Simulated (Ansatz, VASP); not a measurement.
# Two plane-wave programs on ZnSe

INCAR

```
PREC     = Accurate       # precision mode
ENCUT    = 600            # plane-wave cutoff, eV
EDIFF    = 1E-6           # SCF threshold, eV
ISMEAR   = 0              # smearing method
SIGMA    = 0.01           # smearing width, eV
LREAL    = False          # projectors in reciprocal space
LASPH    = True           # aspherical terms in the spheres
NELM     = 100            # most SCF steps
ALGO     = Normal         # electronic algorithm
ISIF     = 3              # what is computed and relaxed
LWAVE    = False          # write WAVECAR
LCHARG   = False          # write CHGCAR
GGA      = RE             # functional
IVDW     = 12             # dispersion correction
IBRION   = 2              # ionic algorithm
NSW      = 80             # ionic steps
EDIFFG   = -0.005         # ionic threshold
```

The input KPOINTS:

```
Automatic mesh
0
Gamma
  6 6 6
```

The input POSCAR:

```
ZnSe
1.0
    0.0000000000      2.8338000000      2.8338000000
    2.8338000000      0.0000000000      2.8338000000
    2.8338000000      2.8338000000      0.0000000000
Zn Se
1 1
Direct
    0.0000000000      0.0000000000      0.0000000000
    0.2500000000      0.2500000000      0.2500000000
```

Input for Ansatz:

```yaml
crystal:
  lattice:
    - [0.0, 2.8338, 2.8338]
    - [2.8338, 0.0, 2.8338]
    - [2.8338, 2.8338, 0.0]
  atoms:
    - { symbol: Zn, position: [0.0, 0.0, 0.0] }
    - { symbol: Se, position: [0.25, 0.25, 0.25] }
basis:
  ecutwfc: 571.4391111657479
kpoints:
  mp_grid:
    grid: [6, 6, 6]
    shift: [0.0, 0.0, 0.0]
hamiltonian:
  xc: revpbe
  dispersion: d3bj
scf:
  occupations:
    method: fixed
relax:
  f_tol: 0.005
  cell: {}
```

Alike in both runs: task relaxation of cell and atoms; functional revPBE; dispersion D3(BJ); k mesh 6 × 6 × 6; no spin polarisation.

|  | VASP | Ansatz |
| --- | --- | --- |
| version | VASP 6.6.1 | Ansatz 0.2.0 |
| potentials or method | VASP PAW PBE potentials, release 64 (Zn, Se), cutoff 600 eV | plane waves, PAW |
| occupations | gaussian, width 0.01 eV | fixed |
| valence electrons in the cell | 18 | 28 |

```tsv
	VASP	Ansatz	Ansatz less VASP
relaxed volume (Å³/atom)	22.37	22.28	-0.090
relaxed cell length with the largest relative difference (Å)	3.985	3.979	-0.0054
```

VASP's potentials were made for PBE, not for revPBE. VASP's potentials hold 18 valence electrons a cell and Ansatz's 28, so a difference there can come from the potentials and not from the codes.
